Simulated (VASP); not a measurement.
# Rh (P6_3/mmc) in VASP: further runs

The runs below take Rh through vibrations by perturbation theory, with LDA.

Program: VASP 6.6.1. These are calculated values, not measurements. Logs are shortened: lines on timing, memory, paths and dates and some standing lists are left out, and cuts for length are marked.

### 1 The cell of the first run

It takes space group P6_3/mmc (No. 194, hexagonal). Conventional cell: a = 2.653 Å, b = 2.653 Å, c = 4.278 Å, α = 90.00°, β = 90.00°, γ = 120.00°. Within 3.5 Å of Rh (site symmetry -6m2) lie 12 Rh at 2.63 to 2.65 Å.

### 2 Vibrations by perturbation theory, LDA

Input file INCAR:

```
SYSTEM = Rh
PREC = Accurate
ENCUT = 520
EDIFF = 1E-8
ISMEAR = -1
SIGMA = 0.15
LREAL = .FALSE.
LASPH = .TRUE.
NELM = 100
ALGO = Normal
ISIF = 2
LWAVE = .FALSE.
LCHARG = .TRUE.
GGA = CA
NBANDS = 22
IBRION = 8
NSW = 1
```

Input file KPOINTS:

```
regular mesh
0
G
  18 18 10
  0 0 0
```

Input file POSCAR:

```
Rh
1.0
    2.6526222542      0.0000000000      0.0000000000
   -1.3263111271      2.2972382588      0.0000000000
    0.0000000000      0.0000000000      4.2776539026
Rh
2
Direct
    0.6666666667      0.3333333333      0.7500000000
    0.3333333333      0.6666666667      0.2500000000
```

Potentials or basis: VASP PAW LDA potentials, release 64 (Rh_pv).

Command:

```bash
> cat potpaw_LDA.64/Rh_pv/POTCAR > POTCAR
> mpirun -np 1 vasp_std > vasp.out
```

OUTCAR:

```text
SYSTEM = Rh
   PREC = Accurate
   ENCUT = 520
   EDIFF = 1E-8
   ISMEAR = -1
   LREAL = .FALSE.
   LASPH = .TRUE.
   NELM = 100
   ISIF = 2
   GGA = CA
   IBRION = 8
   NSW = 1

 ion  position               nearest neighbor table
   1  0.667  0.333  0.750-   2 2.63   2 2.63   2 2.63   2 2.63   2 2.63   2 2.63
   2  0.333  0.667  0.250-   1 2.63   1 2.63   1 2.63   1 2.63   1 2.63   1 2.63

  LATTYP: Found a hexagonal cell.
 ALAT       =     2.6526222542
 C/A-ratio  =     1.6126132908

  Lattice vectors:

 A1 = (   2.6526222542,   0.0000000000,   0.0000000000)
 A2 = (  -1.3263111271,   2.2972382588,   0.0000000000)
 A3 = (   0.0000000000,   0.0000000000,   4.2776539026)

Analysis of symmetry for initial positions (statically):
=====================================================================
 Subroutine PRICEL returns:
 Original cell was already a primitive cell.

 Routine SETGRP: Setting up the symmetry group for a
 hexagonal supercell.

 Subroutine GETGRP returns: Found 24 space group operations
 (whereof 12 operations were pure point group operations)
 out of a pool of 24 trial point group operations.

The static configuration has the point symmetry D_3d.
 The point group associated with its full space group is D_6h.

Analysis of symmetry for dynamics (positions and initial velocities):
=====================================================================
 Subroutine PRICEL returns:
 Original cell was already a primitive cell.

 Routine SETGRP: Setting up the symmetry group for a
 hexagonal supercell.

 Subroutine GETGRP returns: Found 24 space group operations
 (whereof 12 operations were pure point group operations)
 out of a pool of 24 trial point group operations.

The dynamic configuration has the point symmetry D_3d.
 The point group associated with its full space group is D_6h.

 Subroutine INISYM returns: Found 24 space group operations
 (whereof 12 operations are pure point group operations),
 and found     1 'primitive' translations

----------------------------------------------------------------------------------------

                                     Primitive cell

  volume of cell :      26.0668

  direct lattice vectors                    reciprocal lattice vectors
     2.652622254  0.000000000  0.000000000     0.376985452  0.217652652  0.000000000
    -1.326311127  2.297238259  0.000000000     0.000000000  0.435305305  0.000000000
     0.000000000  0.000000000  4.277653903     0.000000000  0.000000000  0.233773003

  length of vectors
     2.652622254  2.652622254  4.277653903     0.435305305  0.435305305  0.233773003

  position of ions in fractional coordinates (direct lattice)
     0.666666667  0.333333333  0.750000000
     0.333333333  0.666666667  0.250000000

  ion indices of the primitive-cell ions
   primitive index   ion index
                 1           1
                 2           2

----------------------------------------------------------------------------------------

 KPOINTS: regular mesh

Automatic generation of k-mesh.
 Grid dimensions read from file:
 generate k-points for:   18   18   10

 Generating k-lattice:

  Cartesian coordinates                     Fractional coordinates (reciprocal lattice)
     0.020943636  0.012091814  0.000000000     0.055555556  0.000000000  0.000000000
     0.000000000  0.024183628  0.000000000     0.000000000  0.055555556  0.000000000
     0.000000000  0.000000000  0.023377300     0.000000000  0.000000000  0.100000000

  Length of vectors
     0.024183628  0.024183628  0.023377300

  Shift w.r.t. Gamma in fractional coordinates (k-lattice)
     0.000000000  0.000000000  0.000000000

 Subroutine IBZKPT returns following result:
 ===========================================

 Found    222 irreducible k-points:

 Following reciprocal coordinates:
            Coordinates               Weight
  0.000000  0.000000  0.000000      1.000000
  0.055556  0.000000  0.000000      6.000000
  0.111111  0.000000  0.000000      6.000000
  0.166667  0.000000  0.000000      6.000000
  0.222222  0.000000  0.000000      6.000000
  0.277778  0.000000  0.000000      6.000000
[... 16 lines left out ...]
  0.333333  0.111111  0.000000     12.000000
  0.388889  0.111111  0.000000     12.000000
 [... further k-points ...]
   k-points           NKPTS =    222   k-points in BZ     NKDIM =    222   number of bands    NBANDS=     22
   number of dos      NEDOS =    301   number of ions     NIONS =      2
   total plane-waves  NPLWV =  12800
   dimension x,y,z NGX =    20 NGY =   20 NGZ =   32
   dimension x,y,z NGXF=    40 NGYF=   40 NGZF=   64
   ions per type =               2
   NGX,Y,Z   is equivalent  to a cutoff of  12.53, 12.53, 12.44 a.u.
   NGXF,Y,Z  is equivalent  to a cutoff of  25.07, 25.07, 24.87 a.u.
 SYSTEM =  Rh
   PREC   = accura    normal or accurate (medium, high low for compatibility)
   ISTART =      0    job   : 0-new  1-cont  2-samecut
   ICHARG =      2    charge: 1-file 2-atom 10-const
   ISPIN  =      1    spin polarized calculation?
   LNONCOLLINEAR =      F non collinear calculations
   LSORBIT =      F    spin-orbit coupling
   LASPH  =      T    aspherical Exc in radial PAW
   ENCUT  =  520.0 eV  38.22 Ry    6.18 a.u.   4.93  4.93  7.95*2*pi/ulx,y,z
   NELM   =    100;   NELMIN=  2; NELMDL= -5     # of ELM steps
   EDIFF  = 0.1E-07   stopping-criterion for ELM
   LREAL  =      F    real-space projection
   EDIFFG = 0.1E-06   stopping-criterion for IOM
   NSW    =      1    number of steps for IOM
   IBRION =      8    ionic relax: 0-MD 1-quasi-New 2-CG
   NFREE  =      0    steps in history (QN), initial steepest desc. (CG)
   ISIF   =      2    stress and relaxation
   ISYM   =      2    0-nonsym 1-usesym 2-fastsym
   POTIM  = 0.5000    time-step for ionic-motion
   TEBEG  =    0.0;   TEEND  =   0.0 temperature during run
   PSTRESS=    0.0 pullay stress
   NELECT =      30.0000    total number of electrons
   NUPDOWN=      -1.0000    fix difference up-down
   EMIN   =  10.00;   EMAX   =-10.00  energy-range for DOS
   EFERMI =   0.00;   METHOD = LEGACY
   ISMEAR =    -1;   SIGMA  =   0.15  broadening in eV -4-tet -1-fermi 0-gaus
   EFERMI_NEDOS =   21; number of points for ismear=-14 and -15
   IALGO  =     38    algorithm
   IMIX   =      4    mixing-type and parameters
     AMIX     =   0.40;   BMIX     =  1.00
     AMIX_MAG =   1.60;   BMIX_MAG =  1.00
  volume/ion in A,a.u.               =      13.03        87.95
  Fermi-wavevector in a.u.,A,eV,Ry     =   1.715614  3.242040 40.046449  2.943331
  Thomas-Fermi vector in A             =   2.792953
   LORBIT       =      0    0 simple, 1 ext, 2 COOP (PROOUT), +10 PAW based schemes
   GGA     = CA    functional components
   LHFCALC =     F    Hartree Fock is set to
   AEXX    =    0.0000 exact exchange contribution
   IVDW    =     0    specifies the selected vdW correction
   LEPSILON=     F    determine dielectric tensor
   LRPA    =     F    only Hartree local field effects (RPA)
 non-spin polarized calculation
  energy-cutoff  :      520.00
  volume of cell :       26.07
 maximum number of plane-waves:       732
 NGX is ok and might be reduce to    20
   NGX =  9   NGY =  9   NGZ = 15

--------------------------------------- Ionic step        1  -------------------------------------------

 number of electron      29.9999992 magnetization

 Free energy of the ion-electron system (eV)
  ---------------------------------------------------
  ext. energy  EPLUGINS =         0.00000000
  ---------------------------------------------------
  free energy    TOTEN  =       -17.38379074 eV

  energy without entropy =      -17.16518666  energy(sigma->0) =      -17.27448870

 E-fermi :  12.8188     XC(G=0): -14.6922

 val. band max:       12.8166232450   @ k =   0.4444   0.0556   0.4000
 cond. band min:      12.8227031030   @ k =   0.3889   0.0000   0.2000
 fundamental gap:      0.0060798580
 Fermi energy:        12.8187994171

 k-point     1 :       0.0000    0.0000    0.0000
  band No.  band energies     occupation
      1     -34.4292      2.00000
      2     -33.6297      2.00000
      3     -33.6297      2.00000
      4     -33.5052      2.00000
      5     -33.4981      2.00000
      6     -33.4981      2.00000
[... 589 lines left out ...]
     21      24.9564      0.00000
     22      27.8872      0.00000

 [... further k-points ...]
[... 5 lines left out ...]
  --------------------------------------------------------------------------------------
  -------------------------------------------------------------------------------------
  Total        1.2990330      1.2990330      1.3048629      0.0000000     -0.0000000      0.0000000
  in kB       79.8442579     79.8442579     80.2025837      0.0000000     -0.0000000      0.0000000
  external PRESSURE =      79.9636998 kB  Pullay stress =       0.0000000 kB

 VOLUME and BASIS-vectors are now :
 -----------------------------------------------------------------------------
  energy-cutoff  :      520.00
  volume of cell :       26.07
      direct lattice vectors                 reciprocal lattice vectors
     2.652622254  0.000000000  0.000000000     0.376985452  0.217652652  0.000000000
    -1.326311127  2.297238259  0.000000000     0.000000000  0.435305305  0.000000000
     0.000000000  0.000000000  4.277653903     0.000000000  0.000000000  0.233773003

 POSITION                                       TOTAL-FORCE (eV/Angst)
 -----------------------------------------------------------------------------------
      1.32631      0.76575      3.20824         0.000000     -0.000000      0.000000
     -0.00000      1.53149      1.06941        -0.000000      0.000000      0.000000
 -----------------------------------------------------------------------------------
    total drift:                                0.000000     -0.000000      0.000000

  FREE ENERGIE OF THE ION-ELECTRON SYSTEM (eV)
  ---------------------------------------------------
  free  energy   TOTEN  =       -17.3837907357 eV

  energy  without entropy=      -17.1651866591  energy(sigma->0) =      -17.27448870

[... ionic steps 2 to 3 ...]

--------------------------------------- Ionic step        4  -------------------------------------------

------------------------ aborting loop because EDIFF is reached ----------------------------------------

[... ionic steps 5 to 5 ...]

--------------------------------------- Ionic step        6  -------------------------------------------

 Free energy of the ion-electron system (eV)
  ---------------------------------------------------
  ---------------------------------------------------
  free energy    TOTEN  =        -0.58309951 eV

  energy without entropy =       -0.58309951

------------------------ aborting loop because EDIFF is reached ----------------------------------------

 INTERNAL STRAIN TENSOR  FOR ION    1  DIRECTION 3   (eV/Angst):
 -----------------------------------------------------------------------------
     0.06623  0.00000 -0.00000
     0.00000  0.06623 -0.00000
     0.00000 -0.00000 -0.12526

 INTERNAL STRAIN TENSOR FOR ION    2 for displacements in x,y,z  (eV/Angst):
          X           Y           Z          XY          YZ          ZX
  --------------------------------------------------------------------------------
  x     0.00000    -0.00000     0.00000    -2.85287     0.00000     0.00000
  y    -2.85287     2.85287     0.00000     0.00000     0.00000     0.00000
  z     0.00000     0.00000    -0.00000     0.00000    -0.00000     0.00000

 SECOND DERIVATIVES (NOT SYMMETRIZED)
 ------------------------------------
               1X          1Y          1Z          2X          2Y          2Z
  1X    -5.004432    0.000000    0.000000    5.004432    0.000000    0.000000
  1Y     0.000000   -5.004432    0.000000    0.000000    5.004432    0.000000
  1Z     0.000000    0.000000  -14.224991    0.000000    0.000000   14.224991
  2X     5.004432    0.000000    0.000000   -5.004432    0.000000    0.000000
  2Y     0.000000    5.004432    0.000000    0.000000   -5.004432    0.000000
  2Z     0.000000    0.000000   14.224991    0.000000    0.000000  -14.224991

 Eigenvectors and eigenvalues of the dynamical matrix
 ----------------------------------------------------

   1 f  =    8.219992 THz    51.647731 2PiTHz  274.189409 cm-1    33.995139 meV
             X         Y         Z           dx          dy          dz
      1.326311  0.765746  3.208240     0.000000    0.000000   -0.707107
     -0.000000  1.531492  1.069413     0.000000    0.000000    0.707107
[... 16 lines left out ...]
   5 f  =    0.000000 THz     0.000000 2PiTHz    0.000000 cm-1     0.000000 meV
             X         Y         Z           dx          dy          dz
      1.326311  0.765746  3.208240     0.000000    0.000000    0.707107
     -0.000000  1.531492  1.069413     0.000000    0.000000    0.707107

   6 f/i=    0.000000 THz     0.000000 2PiTHz    0.000000 cm-1     0.000000 meV
             X         Y         Z           dx          dy          dz
      1.326311  0.765746  3.208240     0.559714    0.432111    0.000000
     -0.000000  1.531492  1.069413     0.559714    0.432111    0.000000

--------------------------------------------------------------------------------------------------------

 ELASTIC MODULI CONTR FROM IONIC RELAXATION (kBar)
 Direction    XX          YY          ZZ          XY          YZ          ZX
 --------------------------------------------------------------------------------
 XX         -99.9616     99.9616      0.0000      0.0000      0.0000      0.0000
 YY          99.9616    -99.9616     -0.0000     -0.0000      0.0000      0.0000
 ZZ           0.0000     -0.0000     -0.0000      0.0000     -0.0000      0.0000
 XY           0.0000     -0.0000      0.0000    -99.9616      0.0000      0.0000
 YZ           0.0000      0.0000     -0.0000      0.0000     -0.0000      0.0000
 ZX           0.0000      0.0000      0.0000      0.0000      0.0000      0.0000
 --------------------------------------------------------------------------------
```

Run time: 17 min. Hardware: 1 thread of Intel Xeon Platinum 8488C (Sapphire Rapids), shared host; peak memory 1 GiB.

What came out:

```yaml
Highest_phonon_frequency_at_Γ: 274 cm⁻¹
```

Phonon frequencies in cm⁻¹ (negative: imaginary):
| q point | frequencies |
| --- | --- |
| (0.000, 0.000, 0.000) | 0 0 0 163 163 274 |

Caveat: the cell wasn't relaxed at this level first, which shifts response properties.

(Continued in part 2 of 2.)
